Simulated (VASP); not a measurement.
# Na (Im-3m) in VASP: settings compared

The runs below take Na through single point, with PBE, LDA, r2SCAN.

All numbers are computed with VASP 6.6.1; they aren't measurements. Logs are shortened: lines on timing, memory, paths and dates and some standing lists are left out, and cuts for length are marked.

**1. The cell of the first run**

The structure is cubic, space group Im-3m (No. 229). The conventional cell has a = 4.310 Å, b = 4.310 Å, c = 4.310 Å, α = 90.00°, β = 90.00°, γ = 90.00°. Na (site symmetry m-3m) has 14 Na at 3.73 to 4.31 Å within 4.9 Å.

**2. Single point, PBE**

Contents of INCAR:

```
SYSTEM = Na
PREC = Accurate
ENCUT = 520
EDIFF = 1E-6
ISMEAR = -1
SIGMA = 0.05
LREAL = .False.
LASPH = .True.
NELM = 80
ALGO = Fast
ISIF = 2
LWAVE = .False.
LCHARG = .False.
GGA = PE
NBANDS = 10
```

Contents of KPOINTS:

```
Automatic mesh
0
Gamma
  9 9 9
  0 0 0
```

Contents of POSCAR:

```
Na
1.0
   -2.1551792212      2.1551792212      2.1551792212
    2.1551792212     -2.1551792212      2.1551792212
    2.1551792212      2.1551792212     -2.1551792212
Na
1
Direct
    0.0000000000      0.0000000000      0.0000000000
```

Potentials or basis: VASP PAW PBE potentials, release 64 (Na_pv).

Run with:

```
$ cat potpaw_PBE.64/Na_pv/POTCAR > POTCAR
$ mpirun -np 1 vasp_std > vasp.out
```

OUTCAR:

```text
SYSTEM = Na
   PREC = Accurate
   ENCUT = 520
   EDIFF = 1E-6
   ISMEAR = -1
   LREAL = .False.
   LASPH = .True.
   NELM = 80
   ISIF = 2
   GGA = PE

 ion  position               nearest neighbor table
   1  0.000  0.000  0.000-

  LATTYP: Found a body centered cubic cell.
 ALAT       =     4.3103584424

  Lattice vectors:

 A1 = (  -2.1551792212,   2.1551792212,   2.1551792212)
 A2 = (   2.1551792212,  -2.1551792212,   2.1551792212)
 A3 = (   2.1551792212,   2.1551792212,  -2.1551792212)

Analysis of symmetry for initial positions (statically):
=====================================================================
 Subroutine PRICEL returns:
 Original cell was already a primitive cell.

 Routine SETGRP: Setting up the symmetry group for a
 body centered cubic supercell.

 Subroutine GETGRP returns: Found 48 space group operations
[... 9 lines left out ...]

 Routine SETGRP: Setting up the symmetry group for a
 body centered cubic supercell.

 Subroutine GETGRP returns: Found 48 space group operations
[... 11 lines left out ...]
                                     Primitive cell

  volume of cell :      40.0415

  direct lattice vectors                    reciprocal lattice vectors
    -2.155179221  2.155179221  2.155179221     0.000000000  0.231999267  0.231999267
     2.155179221 -2.155179221  2.155179221     0.231999267  0.000000000  0.231999267
     2.155179221  2.155179221 -2.155179221     0.231999267  0.231999267  0.000000000

  length of vectors
     3.732879911  3.732879911  3.732879911     0.328096510  0.328096510  0.328096510

  position of ions in fractional coordinates (direct lattice)
     0.000000000  0.000000000  0.000000000

  ion indices of the primitive-cell ions
   primitive index   ion index
                 1           1

----------------------------------------------------------------------------------------

 KPOINTS: Automatic mesh

Automatic generation of k-mesh.
 Grid dimensions read from file:
 generate k-points for:    9    9    9

 Generating k-lattice:

  Cartesian coordinates                     Fractional coordinates (reciprocal lattice)
     0.000000000  0.025777696  0.025777696     0.111111111  0.000000000  0.000000000
     0.025777696  0.000000000  0.025777696     0.000000000  0.111111111  0.000000000
     0.025777696  0.025777696  0.000000000     0.000000000  0.000000000  0.111111111

  Length of vectors
     0.036455168  0.036455168  0.036455168

  Shift w.r.t. Gamma in fractional coordinates (k-lattice)
     0.000000000  0.000000000  0.000000000

 Subroutine IBZKPT returns following result:
 ===========================================

 Found     35 irreducible k-points:

 Following reciprocal coordinates:
            Coordinates               Weight
  0.000000  0.000000  0.000000      1.000000
  0.111111  0.000000  0.000000     12.000000
  0.222222  0.000000  0.000000     12.000000
  0.333333  0.000000  0.000000     12.000000
  0.444444  0.000000  0.000000     12.000000
  0.111111  0.111111  0.000000     24.000000
[... 16 lines left out ...]
 -0.333333  0.444444  0.111111     48.000000
 -0.444444 -0.444444  0.111111     24.000000
 [... further k-points ...]
   k-points           NKPTS =     35   k-points in BZ     NKDIM =     35   number of bands    NBANDS=     10
   number of dos      NEDOS =    301   number of ions     NIONS =      1
   total plane-waves  NPLWV =  21952
   dimension x,y,z NGX =    28 NGY =   28 NGZ =   28
   dimension x,y,z NGXF=    56 NGYF=   56 NGZF=   56
   ions per type =               1
   NGX,Y,Z   is equivalent  to a cutoff of  12.47, 12.47, 12.47 a.u.
   NGXF,Y,Z  is equivalent  to a cutoff of  24.94, 24.94, 24.94 a.u.
 SYSTEM =  Na
   PREC   = accura    normal or accurate (medium, high low for compatibility)
   ISTART =      0    job   : 0-new  1-cont  2-samecut
   ICHARG =      2    charge: 1-file 2-atom 10-const
   ISPIN  =      1    spin polarized calculation?
   LNONCOLLINEAR =      F non collinear calculations
   LSORBIT =      F    spin-orbit coupling
   LASPH  =      T    aspherical Exc in radial PAW
   ENCUT  =  520.0 eV  38.22 Ry    6.18 a.u.   6.94  6.94  6.94*2*pi/ulx,y,z
   NELM   =     80;   NELMIN=  2; NELMDL= -5     # of ELM steps
   EDIFF  = 0.1E-05   stopping-criterion for ELM
   LREAL  =      F    real-space projection
   EDIFFG = 0.1E-04   stopping-criterion for IOM
   NSW    =      0    number of steps for IOM
   IBRION =     -1    ionic relax: 0-MD 1-quasi-New 2-CG
   NFREE  =      0    steps in history (QN), initial steepest desc. (CG)
   ISIF   =      2    stress and relaxation
   ISYM   =      2    0-nonsym 1-usesym 2-fastsym
   POTIM  = 0.5000    time-step for ionic-motion
   TEBEG  =    0.0;   TEEND  =   0.0 temperature during run
   PSTRESS=    0.0 pullay stress
   NELECT =       7.0000    total number of electrons
   NUPDOWN=      -1.0000    fix difference up-down
   EMIN   =  10.00;   EMAX   =-10.00  energy-range for DOS
   EFERMI =   0.00;   METHOD = LEGACY
   ISMEAR =    -1;   SIGMA  =   0.05  broadening in eV -4-tet -1-fermi 0-gaus
   EFERMI_NEDOS =   21; number of points for ismear=-14 and -15
   IALGO  =     68    algorithm
   IMIX   =      4    mixing-type and parameters
     AMIX     =   0.40;   BMIX     =  1.00
     AMIX_MAG =   1.60;   BMIX_MAG =  1.00
  volume/ion in A,a.u.               =      40.04       270.21
  Fermi-wavevector in a.u.,A,eV,Ry     =   0.915386  1.729828 11.400743  0.837931
  Thomas-Fermi vector in A             =   2.040121
   LORBIT       =      0    0 simple, 1 ext, 2 COOP (PROOUT), +10 PAW based schemes
   GGA     = PE    functional components
   LHFCALC =     F    Hartree Fock is set to
   AEXX    =    0.0000 exact exchange contribution
   IVDW    =     0    specifies the selected vdW correction
   LEPSILON=     F    determine dielectric tensor
   LRPA    =     F    only Hartree local field effects (RPA)
 non-spin polarized calculation
 RMM-DIIS sequential band-by-band and
  energy-cutoff  :      520.00
  volume of cell :       40.04
 maximum number of plane-waves:      1100
   NGX = 13   NGY = 13   NGZ = 13

 number of electron       7.0000001 magnetization

 Free energy of the ion-electron system (eV)
  ---------------------------------------------------
  ext. energy  EPLUGINS =         0.00000000
  ---------------------------------------------------
  free energy    TOTEN  =        -1.31216646 eV

  energy without entropy =       -1.30885075  energy(sigma->0) =       -1.31050861

 E-fermi :   0.1051     XC(G=0):  -6.3051

 val. band max:        0.0097230049   @ k =  -0.3333   0.4444   0.1111
 cond. band min:       0.2000323852   @ k =   0.4444   0.0000   0.0000
 fundamental gap:      0.1903093803
 Fermi energy:         0.1050938342

 k-point     1 :       0.0000    0.0000    0.0000
  band No.  band energies     occupation
      1     -24.8471      2.00000
      2     -24.8471      2.00000
      3     -24.8471      2.00000
      4      -3.0028      2.00000
      5      11.3577      0.00000
      6      11.3577      0.00000
      7      11.3577      0.00000
      8      12.3158      0.00000
      9      12.3162      0.00000
     10      12.8663      0.00000

 k-point     2 :       0.1111    0.0000    0.0000
  band No.  band energies     occupation
      1     -24.8502      2.00000
      2     -24.8481      2.00000
      3     -24.8470      2.00000
      4      -2.7968      2.00000
      5       9.2010      0.00000
      6      10.3549      0.00000
      7      10.6292      0.00000
      8      11.1270      0.00000
      9      11.6343      0.00000
     10      13.0722      0.00000

 k-point     3 :       0.2222    0.0000    0.0000
  band No.  band energies     occupation
      1     -24.8582      2.00000
      2     -24.8509      2.00000
      3     -24.8470      2.00000
      4      -2.1834      2.00000
      5       6.4945      0.00000
      6       9.2268      0.00000
      7       9.7339      0.00000
      8      10.0553      0.00000
      9      10.9695      0.00000
     10      13.5199      0.00000

 k-point     4 :       0.3333    0.0000    0.0000
  band No.  band energies     occupation
      1     -24.8672      2.00000
      2     -24.8540      2.00000
      3     -24.8470      2.00000
      4      -1.1756      2.00000
      5       4.0762      0.00000
      6       8.4503      0.00000
      7       9.1118      0.00000
      8       9.3402      0.00000
      9      10.3266      0.00000
     10      14.3467      0.00000

 k-point     5 :       0.4444    0.0000    0.0000
  band No.  band energies     occupation
      1     -24.8731      2.00000
      2     -24.8560      2.00000
      3     -24.8469      2.00000
      4       0.2000      0.26050
      5       1.9953      0.00000
      6       8.0589      0.00000
      7       8.7988      0.00000
      8       8.9836      0.00000
      9       9.9621      0.00000
     10      15.3101      0.00000

 k-point     6 :       0.1111    0.1111    0.0000
  band No.  band energies     occupation
      1     -24.8557      2.00000
      2     -24.8493      2.00000
      3     -24.8478      2.00000
      4      -2.3871      2.00000
      5       7.7229      0.00000
      6       8.2057      0.00000
      7       9.7855      0.00000
      8      11.1248      0.00000
      9      11.7967      0.00000
     10      13.2932      0.00000
[... 183 lines left out ...]
 k-point    21 :      -0.2222    0.3333    0.1111
  band No.  band energies     occupation
      1     -24.8637      2.00000
      2     -24.8552      2.00000
      3     -24.8512      2.00000
      4      -1.1755      2.00000
      5       5.4725      0.00000
      6       6.0940      0.00000
      7       8.8781      0.00000
      8       9.8575      0.00000
      9      10.9163      0.00000
     10      14.2262      0.00000

 k-point    22 :      -0.4444    0.4444    0.1111
  band No.  band energies     occupation
      1     -24.8723      2.00000
      2     -24.8572      2.00000
      3     -24.8493      2.00000
      4       0.3939      0.00618
      5       2.1872      0.00000
      6       6.9496      0.00000
      7       7.8205      0.00000
      8      10.2800      0.00000
      9      11.3142      0.00000
     10      12.5974      0.00000

 k-point    23 :      -0.3333    0.4444    0.1111
  band No.  band energies     occupation
      1     -24.8691      2.00000
      2     -24.8587      2.00000
      3     -24.8514      2.00000
      4       0.0097      1.74146
      5       3.4828      0.00000
      6       5.3027      0.00000
      7       8.6834      0.00000
      8      10.2666      0.00000
      9      10.6693      0.00000
     10      13.4026      0.00000

 k-point    24 :      -0.4444   -0.4444    0.1111
  band No.  band energies     occupation
      1     -24.8713      2.00000
      2     -24.8602      2.00000
      3     -24.8513      2.00000
      4       1.3646      0.00000
      5       1.7952      0.00000
      6       5.0981      0.00000
      7       8.5370      0.00000
      8      10.1777      0.00000
      9      11.5385      0.00000
     10      12.3739      0.00000

 [... further k-points ...]
[... 5 lines left out ...]
  --------------------------------------------------------------------------------------
  -------------------------------------------------------------------------------------
  Total       -0.1622654     -0.1622654     -0.1622654      0.0000000      0.0000000     -0.0000000
  in kB       -6.4927136     -6.4927136     -6.4927136      0.0000000      0.0000000     -0.0000000
  external PRESSURE =      -6.4927136 kB  Pullay stress =       0.0000000 kB

 VOLUME and BASIS-vectors are now :
 -----------------------------------------------------------------------------
  energy-cutoff  :      520.00
  volume of cell :       40.04
      direct lattice vectors                 reciprocal lattice vectors
    -2.155179221  2.155179221  2.155179221     0.000000000  0.231999267  0.231999267
     2.155179221 -2.155179221  2.155179221     0.231999267  0.000000000  0.231999267
     2.155179221  2.155179221 -2.155179221     0.231999267  0.231999267  0.000000000

 POSITION                                       TOTAL-FORCE (eV/Angst)
 -----------------------------------------------------------------------------------
      0.00000      0.00000      0.00000         0.000000      0.000000     -0.000000
 -----------------------------------------------------------------------------------
    total drift:                               -0.000000     -0.000000     -0.000000

  FREE ENERGIE OF THE ION-ELECTRON SYSTEM (eV)
  ---------------------------------------------------
  free  energy   TOTEN  =        -1.3121664648 eV

  energy  without entropy=       -1.3088507549  energy(sigma->0) =       -1.31050861
```

It took 4.3 s on 1 thread of Intel Xeon 6975P-C (Granite Rapids), shared host; peak memory 0.14 GiB.

Results:

```
Free energy : -1.3122 eV
Pressure    : -0.6 GPa
```

Levels at points of the mesh, in eV from the Fermi level:
| k point | band 1 | band 2 | band 3 | band 4 | band 5 | band 6 | band 7 |
| --- | --- | --- | --- | --- | --- | --- | --- |
| (0.00, 0.00, 0.00) | -24.95 | -24.95 | -24.95 | -3.11 | 11.25 | 11.25 | 11.25 |

**3. Single point, LDA**

This run uses another cell than the first one, of 40.83 Å³/atom, 1.020 times its volume.

Contents of INCAR:

```
SYSTEM = Na
PREC = Accurate
ENCUT = 520
EDIFF = 1E-6
ISMEAR = -1
SIGMA = 0.05
LREAL = .FALSE.
LASPH = .TRUE.
NELM = 80
ALGO = Fast
ISIF = 2
LWAVE = .FALSE.
LCHARG = .FALSE.
GGA = CA
NBANDS = 10
```

Contents of KPOINTS:

```
regular mesh
0
G
  9 9 9
  0 0 0
```

Contents of POSCAR:

```
Na
1.0
   -2.1691742836      2.1691742836      2.1691742836
    2.1691742836     -2.1691742836      2.1691742836
    2.1691742836      2.1691742836     -2.1691742836
Na
1
Direct
    0.0000000000      0.0000000000      0.0000000000
```

Potentials or basis: VASP PAW LDA potentials, release 64 (Na_pv).

Run with:

```
$ cat potpaw_LDA.64/Na_pv/POTCAR > POTCAR
$ mpirun -np 1 vasp_std > vasp.out
```

Wall time 4.5 s (1 thread of Intel Xeon 6975P-C (Granite Rapids), shared host); peak memory 0.12 GiB.

Results (log left out):

```
Free energy : -1.4252 eV
Pressure    : -1.3 GPa
```

Levels at points of the mesh, in eV from the Fermi level:
| k point | band 1 | band 2 | band 3 | band 4 | band 5 | band 6 | band 7 |
| --- | --- | --- | --- | --- | --- | --- | --- |
| (0.00, 0.00, 0.00) | -25.02 | -25.02 | -25.02 | -3.07 | 11.06 | 11.06 | 11.06 |

**4. Single point, LDA**

This run uses another cell than the first one, of 41.61 Å³/atom, 1.039 times its volume.

Contents of INCAR:

```
PREC = Accurate ; ENCUT = 520
EDIFF = 1E-7 ; ISMEAR = -1
SIGMA = 0.05 ; LREAL = False
LASPH = True ; NELM = 60
ALGO = Fast ; ISIF = 2
LWAVE = False ; LCHARG = True
LELF = True ; LVHAR = True
NBANDS = 10
```

Contents of KPOINTS:

```
Automatic mesh
0
Gamma
  9 9 9
```

Contents of POSCAR:

```
Na
1.0
   -2.1829910528      2.1829910528      2.1829910528
    2.1829910528     -2.1829910528      2.1829910528
    2.1829910528      2.1829910528     -2.1829910528
Na
1
Direct
    0.0000000000      0.0000000000      0.0000000000
```

Run with:

```
$ cat potpaw_LDA.64/Na_pv/POTCAR > POTCAR
$ mpirun -np 1 vasp_std > vasp.out
```

Run time: 5.2 s. Hardware: 1 thread of Intel Xeon 6975P-C (Granite Rapids), shared host; peak memory 0.13 GiB.

Results (log left out):

```
Free energy : -1.4187 eV
Pressure    : -1.4 GPa
```

Levels at points of the mesh, in eV from the Fermi level:
```csv
k point,band 1,band 2,band 3,band 4,band 5,band 6,band 7,band 8
"(0.00, 0.00, 0.00)",-25.03,-25.03,-25.03,-3.03,10.94,10.94,10.94,11.97
```

(Continued in part 2 of 2.)
